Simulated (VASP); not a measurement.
Set up this calculation in VASP 6.6.1, as the native input.

| Property | Result |
| --- | --- |
| Task | single point |
| Functional | PBEsol |
| Potentials or basis | VASP PAW PBE potentials, release 64 (Bi_d) |
| Cutoff | 520 eV |
| k mesh | 10 × 10 × 8 |
| Occupations | gaussian, width 0.1 eV |
| Spin | no spin polarisation |
| Dipole correction | no |
| Further INCAR settings | ALGO = Normal; EDIFF = 1e-06; NBANDS = 38 |

The structure of Bi lies in POSCAR:

```
Bi
1.0
    4.5303371253      0.0000000000      0.0358939546
    0.0000000000      4.5523329823      0.0000000000
   -0.0456997097      0.0000000000      6.3645760973
Bi
4
Direct
    0.8225362021      0.2500000000      0.2162559311
    0.6773320802      0.2500000000      0.7161585014
    0.3226679198      0.7500000000      0.2838414986
    0.1774637979      0.7500000000      0.7837440689
```

These files were run (other wordings do the same):

INCAR

```
ALGO = Normal ; EDIFF = 1E-6
ENCUT = 520 ; GGA = PS
ISIF = 2 ; ISMEAR = 0
LASPH = T ; LCHARG = F
LREAL = F ; LWAVE = F
NBANDS = 38 ; NELM = 100
PREC = Accurate ; SIGMA = 0.1
```

KPOINTS

```
k-points
0
Gamma
  10 10 8
```

Potentials or basis: VASP PAW PBE potentials, release 64 (Bi_d).

The run is started by

```bash
$ cat potpaw_PBE.64/Bi_d/POTCAR > POTCAR
$ mpirun -np 1 vasp_std > vasp.out
```

It gave:

| Property | Result |
| --- | --- |
| Pressure | -0.1 GPa |
| Band gap on the k mesh | zero (band 30 reaches 7.29 eV, above the bottom of band 31 at 6.56 eV) |

Caveat: the PAW data sets were made with another functional, which shifts forces and pressure a little; spin-orbit coupling is left out, which moves the levels of the heavy elements.

It took 9 min on 1 thread of AMD EPYC 9R45 (Zen 5), on a shared host, peak memory 0.85 GiB.
